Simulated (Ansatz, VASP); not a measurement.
One calculation of Li3B2, two programs

```
CELL_PARAMETERS angstrom
4.88707 0.00000 0.00000
-2.44353 4.23233 0.00000
0.00000 0.00000 3.14041
ATOMIC_POSITIONS crystal
Li 0.50000 0.00000 0.50000
Li 0.00000 0.50000 0.50000
Li 0.50000 0.50000 0.50000
B 0.00000 0.00000 0.00000
B 0.00000 0.00000 0.50000
```

Alike in both runs: task relaxation of cell and atoms; functional PBE; k mesh 9 × 9 × 12; occupations gaussian, width 0.1 eV; no spin polarisation.

|  | VASP | Ansatz |
| --- | --- | --- |
| version | VASP 6.6.1 | Ansatz 0.2.0 |
| potentials or method | VASP PAW PBE potentials, release 64 (Li_sv, B), cutoff 600 eV | scalar-relativistic, plane waves, PAW |
| valence electrons in the cell | 15 | 15 |

```csv
,VASP,Ansatz,Ansatz less VASP
"gap on the k mesh at the Fermi level, each at its own relaxed structure (eV)",none,none,-
relaxed volume (Å³/atom),13.49,13.54,+0.053
relaxed length of the cell vector where the two differ most in proportion (Å),5.001,5.009,+0.0084
```

A gap of «none» marks a metal or a gap that the smearing closes.

Noted on VASP's run: the cutoff is under 1.25 times that of the potentials, so the pressure is a little rough.
